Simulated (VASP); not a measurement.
A run of VASP 6.6.1 is set up as follows.

Contents of INCAR:

```
ALGO     = Normal         # electronic algorithm
EDIFF    = 1E-7           # SCF threshold, eV
ENCUT    = 520            # plane-wave cutoff, eV
GGA      = PE             # functional
ISIF     = 2              # what is computed and relaxed
ISMEAR   = -1             # smearing method
LASPH    = True           # aspherical terms in the spheres
LCHARG   = False          # write CHGCAR
LREAL    = False          # projectors in reciprocal space
LWAVE    = False          # write WAVECAR
NBANDS   = 10             # bands
NELM     = 100            # most SCF steps
PREC     = Accurate       # precision mode
SIGMA    = 0.08           # smearing width, eV
```

File KPOINTS:

```
k-points
0
Gamma
  15 15 8
```

POSCAR

```
Li
1.0
    3.1213377828      0.0000000000      0.0000000000
   -1.5606688914      2.7031578137      0.0000000000
    0.0000000000      0.0000000000      5.1099203901
Li
2
Direct
    0.3333333333      0.6666666667      0.2500000000
    0.6666666667      0.3333333333      0.7500000000
```

Potentials or basis: VASP PAW PBE potentials, release 64 (Li_sv).

Command:

```sh
$ cat potpaw_PBE.64/Li_sv/POTCAR > POTCAR
$ mpirun -np 1 vasp_std > vasp.out
```

Problem. Estimate the band gap on the k mesh.

Solution. Zero (band 3 reaches 2.56 eV, above the bottom of band 4 at -1.94 eV).
